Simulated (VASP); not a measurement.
# RbBr (Pm-3m) in VASP: further runs, part 2 of 3

VASP 6.6.1. Earlier steps stand in the parts before.

**5. Relaxation of cell and atoms, PBE+D4**

This run uses another cell than the first one, of 35.12 Å³/atom.

INCAR reads:

```
ALGO = Normal
EDIFF = 1E-6
EDIFFG = -0.01
ENCUT = 600
GGA = PE
IBRION = 2
ISIF = 3
ISMEAR = -1
IVDW = 13
LASPH = True
LCHARG = False
LREAL = False
LWAVE = False
NELM = 80
NSW = 80
PREC = Accurate
SIGMA = 0.05
```

KPOINTS reads:

```
k-points
0
Gamma
  7 7 7
```

POSCAR reads:

```
RbBr
1.0
    4.1260773000      0.0000000000      0.0000000000
    0.0000000000      4.1260773000      0.0000000000
    0.0000000000      0.0000000000      4.1260773000
Rb Br
1 1
Direct
    0.0000000000      0.0000000000      0.0000000000
    0.5000000000      0.5000000000      0.5000000000
```

Potentials or basis: VASP PAW PBE potentials, release 64 (Rb_sv, Br).

On the command line:

```
$ cat potpaw_PBE.64/Rb_sv/POTCAR potpaw_PBE.64/Br/POTCAR > POTCAR
$ mpirun -np 1 vasp_std > vasp.out
```

OUTCAR:

```text
EDIFF = 1E-6
   EDIFFG = -0.01
   ENCUT = 600
   GGA = PE
   IBRION = 2
   ISIF = 3
   ISMEAR = -1
   IVDW = 13
   LASPH = True
   LREAL = False
   NELM = 80
   NSW = 80
   PREC = Accurate

 ion  position               nearest neighbor table
   1  0.000  0.000  0.000-   2 3.57   2 3.57   2 3.57   2 3.57   2 3.57   2 3.57   2 3.57   2 3.57

   2  0.500  0.500  0.500-   1 3.57   1 3.57   1 3.57   1 3.57   1 3.57   1 3.57   1 3.57   1 3.57

  LATTYP: Found a simple cubic cell.
 ALAT       =     4.1260773000

  Lattice vectors:

 A1 = (   4.1260773000,   0.0000000000,   0.0000000000)
 A2 = (   0.0000000000,   4.1260773000,   0.0000000000)
 A3 = (   0.0000000000,   0.0000000000,   4.1260773000)

Analysis of symmetry for initial positions (statically):
=====================================================================
 Subroutine PRICEL returns:
 Original cell was already a primitive cell.

 Routine SETGRP: Setting up the symmetry group for a
 simple cubic supercell.

 Subroutine GETGRP returns: Found 48 space group operations
 (whereof 48 operations were pure point group operations)
 out of a pool of 48 trial point group operations.

The static configuration has the point symmetry O_h .

Analysis of symmetry for dynamics (positions and initial velocities):
=====================================================================
 Subroutine PRICEL returns:
 Original cell was already a primitive cell.

 Routine SETGRP: Setting up the symmetry group for a
 simple cubic supercell.

 Subroutine GETGRP returns: Found 48 space group operations
 (whereof 48 operations were pure point group operations)
 out of a pool of 48 trial point group operations.

The dynamic configuration has the point symmetry O_h .

 Subroutine INISYM returns: Found 48 space group operations
 (whereof 48 operations are pure point group operations),
 and found     1 'primitive' translations

----------------------------------------------------------------------------------------

                                     Primitive cell

  volume of cell :      70.2445

  direct lattice vectors                    reciprocal lattice vectors
     4.126077300  0.000000000  0.000000000     0.242360947  0.000000000  0.000000000
     0.000000000  4.126077300  0.000000000     0.000000000  0.242360947  0.000000000
     0.000000000  0.000000000  4.126077300     0.000000000  0.000000000  0.242360947

  length of vectors
     4.126077300  4.126077300  4.126077300     0.242360947  0.242360947  0.242360947

  position of ions in fractional coordinates (direct lattice)
     0.000000000  0.000000000  0.000000000
     0.500000000  0.500000000  0.500000000

  ion indices of the primitive-cell ions
   primitive index   ion index
                 1           1
                 2           2

----------------------------------------------------------------------------------------

 KPOINTS: k-points

Automatic generation of k-mesh.
 Grid dimensions read from file:
 generate k-points for:    7    7    7

 Generating k-lattice:

  Cartesian coordinates                     Fractional coordinates (reciprocal lattice)
     0.034622992  0.000000000  0.000000000     0.142857143  0.000000000  0.000000000
     0.000000000  0.034622992  0.000000000     0.000000000  0.142857143  0.000000000
     0.000000000  0.000000000  0.034622992     0.000000000  0.000000000  0.142857143

  Length of vectors
     0.034622992  0.034622992  0.034622992

  Shift w.r.t. Gamma in fractional coordinates (k-lattice)
     0.000000000  0.000000000  0.000000000

 Subroutine IBZKPT returns following result:
 ===========================================

 Found     20 irreducible k-points:

 Following reciprocal coordinates:
            Coordinates               Weight
  0.000000  0.000000  0.000000      1.000000
  0.142857  0.000000  0.000000      6.000000
  0.285714  0.000000  0.000000      6.000000
  0.428571  0.000000  0.000000      6.000000
  0.142857  0.142857  0.000000     12.000000
  0.285714  0.142857  0.000000     24.000000
[... 12 lines left out ...]
  0.428571  0.428571  0.285714     24.000000
  0.428571  0.428571  0.428571      8.000000
   k-points           NKPTS =     20   k-points in BZ     NKDIM =     20   number of bands    NBANDS=     12
   number of dos      NEDOS =    301   number of ions     NIONS =      2
   total plane-waves  NPLWV =  46656
   dimension x,y,z NGX =    36 NGY =   36 NGZ =   36
   dimension x,y,z NGXF=    72 NGYF=   72 NGZF=   72
   ions per type =               1   1
   NGX,Y,Z   is equivalent  to a cutoff of  14.50, 14.50, 14.50 a.u.
   NGXF,Y,Z  is equivalent  to a cutoff of  29.01, 29.01, 29.01 a.u.
 SYSTEM =  unknown system
   PREC   = accura    normal or accurate (medium, high low for compatibility)
   ISTART =      0    job   : 0-new  1-cont  2-samecut
   ICHARG =      2    charge: 1-file 2-atom 10-const
   ISPIN  =      1    spin polarized calculation?
   LNONCOLLINEAR =      F non collinear calculations
   LSORBIT =      F    spin-orbit coupling
   LASPH  =      T    aspherical Exc in radial PAW
   ENCUT  =  600.0 eV  44.10 Ry    6.64 a.u.   8.24  8.24  8.24*2*pi/ulx,y,z
   NELM   =     80;   NELMIN=  2; NELMDL= -5     # of ELM steps
   EDIFF  = 0.1E-05   stopping-criterion for ELM
   LREAL  =      F    real-space projection
   EDIFFG = -.1E-01   stopping-criterion for IOM
   NSW    =     80    number of steps for IOM
   IBRION =      2    ionic relax: 0-MD 1-quasi-New 2-CG
   NFREE  =      1    steps in history (QN), initial steepest desc. (CG)
   ISIF   =      3    stress and relaxation
   ISYM   =      2    0-nonsym 1-usesym 2-fastsym
   POTIM  = 0.5000    time-step for ionic-motion
   TEBEG  =    0.0;   TEEND  =   0.0 temperature during run
   PSTRESS=    0.0 pullay stress
   NELECT =      16.0000    total number of electrons
   NUPDOWN=      -1.0000    fix difference up-down
   EMIN   =  10.00;   EMAX   =-10.00  energy-range for DOS
   EFERMI =   0.00;   METHOD = LEGACY
   ISMEAR =    -1;   SIGMA  =   0.05  broadening in eV -4-tet -1-fermi 0-gaus
   EFERMI_NEDOS =   21; number of points for ismear=-14 and -15
   IALGO  =     38    algorithm
   IMIX   =      4    mixing-type and parameters
     AMIX     =   0.40;   BMIX     =  1.00
     AMIX_MAG =   1.60;   BMIX_MAG =  1.00
  volume/ion in A,a.u.               =      35.12       237.02
  Fermi-wavevector in a.u.,A,eV,Ry     =   0.999795  1.889338 13.600238  0.999589
  Thomas-Fermi vector in A             =   2.132108
   LORBIT       =      0    0 simple, 1 ext, 2 COOP (PROOUT), +10 PAW based schemes
   GGA     = PE    functional components
   LHFCALC =     F    Hartree Fock is set to
   AEXX    =    0.0000 exact exchange contribution
   IVDW    =    13    specifies the selected vdW correction
   LEPSILON=     F    determine dielectric tensor
   LRPA    =     F    only Hartree local field effects (RPA)
 conjugate gradient relaxation of ions
 non-spin polarized calculation
  energy-cutoff  :      600.00
  volume of cell :       70.24
 maximum number of plane-waves:      2363
 NGX is ok and might be reduce to    36
   NGX = 17   NGY = 17   NGZ = 17

--------------------------------------- Ionic step        1  -------------------------------------------

 number of electron      16.0000001 magnetization

 Free energy of the ion-electron system (eV)
  ---------------------------------------------------
  ext. energy  EPLUGINS =         0.00000000
  ---------------------------------------------------
  free energy    TOTEN  =        -5.99573542 eV

  energy without entropy =       -5.99573542  energy(sigma->0) =       -5.99573542

------------------------ aborting loop because EDIFF is reached ----------------------------------------

  DFT-D4 for vdW energy calculation

  Edisp (eV):   -0.28551

  FORCE on cell =-STRESS in cart. coord.  units (eV):
  Direction    XX          YY          ZZ          XY          YZ          ZX
  --------------------------------------------------------------------------------------
  -------------------------------------------------------------------------------------
  Total       0.07878     0.07878     0.07878    -0.00000    -0.00000    -0.00000
  in kB       1.79679     1.79679     1.79679    -0.00000    -0.00000    -0.00000
  external pressure =        1.80 kB  Pullay stress =        0.00 kB
[... 61 lines left out ...]
  energy  without entropy=       -6.2815723816  energy(sigma->0) =       -6.28157238

--------------------------------------- Ionic step        3  -------------------------------------------

 number of electron      16.0000001 magnetization

 Free energy of the ion-electron system (eV)
  ---------------------------------------------------
  ext. energy  EPLUGINS =         0.00000000
  ---------------------------------------------------
  free energy    TOTEN  =        -5.99943861 eV

  energy without entropy =       -5.99943861  energy(sigma->0) =       -5.99943861

 E-fermi :   0.4006     XC(G=0):  -7.8804

 val. band max:       -0.7415574537   @ k =   0.4286   0.4286   0.0000
 cond. band min:       3.3235947912   @ k =   0.0000   0.0000   0.0000
 fundamental gap:      4.0651522449
 Fermi energy:         0.4006333330

 k-point     1 :       0.0000    0.0000    0.0000
  band No.  band energies     occupation
      1     -25.8402      2.00000
      2     -13.3183      2.00000
      3      -9.8251      2.00000
      4      -9.8251      2.00000
      5      -9.8251      2.00000
      6      -0.8720      2.00000
      7      -0.8720      2.00000
      8      -0.8720      2.00000
      9       3.3236      0.00000
     10       4.8736      0.00000
     11       4.8736      0.00000
     12       9.1784      0.00000
[... 316 lines left out ...]
  FREE ENERGIE OF THE ION-ELECTRON SYSTEM (eV)
  ---------------------------------------------------
  free  energy   TOTEN  =        -6.2816724859 eV

  energy  without entropy=       -6.2816724859  energy(sigma->0) =       -6.28167249

 reached required accuracy - stopping structural energy minimisation
```

Run time: 57 s. Hardware: 1 thread of Intel Xeon 8259CL, shared host; peak memory 0.22 GiB.

What came out:

* Free energy: -6.2817 eV
* Relaxed volume: 35.52 Å³/atom
* Relaxed cell: a = 4.142 Å, b = 4.142 Å, c = 4.142 Å, α = 90.00°, β = 90.00°, γ = 90.00°
* Space group after relaxing (to 0.1 Å): Pm-3m (No. 221)
* Energy gained by relaxing: 0.2 meV/atom
* Ionic steps: 3
* Pressure after relaxing: 0.0 GPa
* Band gap on the k mesh: 4.07 eV (least direct gap 4.20 eV)
* Dispersion energy per atom: -0.141 eV

The path:
| step | energy change (eV) | largest force (eV/Å) | pressure (GPa) | volume (Å³) |
| --- | --- | --- | --- | --- |
| 1 | 0.0000 | 0.0000 | 0.18 | 70.24 |
| 2 | -0.0003 | 0.0000 | 0.09 | 70.65 |
| 3 | -0.0004 | 0.0000 | 0.00 | 71.05 |

Final structure:
```
Rb Br
1.0
     4.14179    0.00000    0.00000
     0.00000    4.14179    0.00000
     0.00000    0.00000    4.14179
Rb Br
1 1
Cartesian
  0.0000 0.0000 0.0000
  2.0709 2.0709 2.0709
```

Levels at points of the mesh, in eV from the valence-band top:
```tsv
k point	band 5	band 6	band 7	band 8	band 9	band 10	band 11	band 12
(0.00, 0.00, 0.00)	-9.08	-0.13	-0.13	-0.13	4.07	5.62	5.62	9.92
```

Caveat: an odd mesh through Γ misses points on the zone boundary, where band edges can lie.

[end of part 2 of 3]
